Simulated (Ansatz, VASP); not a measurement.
## Two plane-wave programs on Hf

File INCAR:

```
SYSTEM = Hf
  PREC = Accurate
  ENCUT = 520
  EDIFF = 1E-6
  ISMEAR = 1
  SIGMA = 0.01
  LREAL = .False.
  LASPH = .True.
  NELM = 60
  ALGO = Normal
  ISIF = 2
  LWAVE = .False.
  LCHARG = .False.
  GGA = PE
  NBANDS = 17
```

The input KPOINTS:

```
regular mesh
0
Gamma
  11 11 6
  0 0 0
```

Contents of POSCAR:

```
Hf
1.0
    3.2045059552      0.0000000000      0.0000000000
   -1.6022529776      2.7751835638      0.0000000000
    0.0000000000      0.0000000000      5.0738215932
Hf
2
Direct
    0.3333333333      0.6666666667      0.2500000000
    0.6666666667      0.3333333333      0.7500000000
```

Input for Ansatz:

```yaml
crystal:
  lattice:
    - [3.2045059552, 0.0, 0.0]
    - [-1.6022529776, 2.7751835638, 0.0]
    - [0.0, 0.0, 5.0738215932]
  atoms:
    - { symbol: Hf, position: [0.3333333333, 0.6666666667, 0.25] }
    - { symbol: Hf, position: [0.6666666667, 0.3333333333, 0.75] }
hamiltonian:
  xc: pbe
  pseudopotentials:
    kind: paw
    azcp:
      Hf: "pseudopotentials/Hf.paw.azcp"
basis:
  ecutwfc: 420
  fft_grid_basis: typed
kpoints:
  mp_grid: { grid: [11, 11, 6], shift: [0, 0, 0] }
magnetization:
  spin_polarized: false
scf:
  occupations: { method: cold, width: 0.01 }
  lower_state_search: "off"
output:
  stress: true
  write_density: true
  write_potential: true
  elf: true
  volumetric_format: npy
```

Alike in both runs: task single point; functional PBE; k mesh 11 × 11 × 6; no spin polarisation.

|  | VASP | Ansatz |
| --- | --- | --- |
| version | VASP 6.6.1 | Ansatz 0.2.0 |
| potentials or method | VASP PAW PBE potentials, release 64 (Hf_pv), cutoff 520 eV | plane waves (420 eV) with PAW, scalar-relativistic |
| occupations | methfessel-paxton of order 1, width 0.01 eV | cold, width 0.01 eV |
| valence electrons in the cell | 20 | 52 |

```tsv
	VASP	Ansatz	Ansatz less VASP
pressure (GPa)	-0.2	0.3	+0.43
traceless stress, the component that is largest in VASP (GPa)	0.05	0.12	+0.069
```

VASP's potentials hold 20 valence electrons a cell and Ansatz's 52, so a difference there can come from the potentials and not from the codes.

Spin-orbit coupling is off throughout.
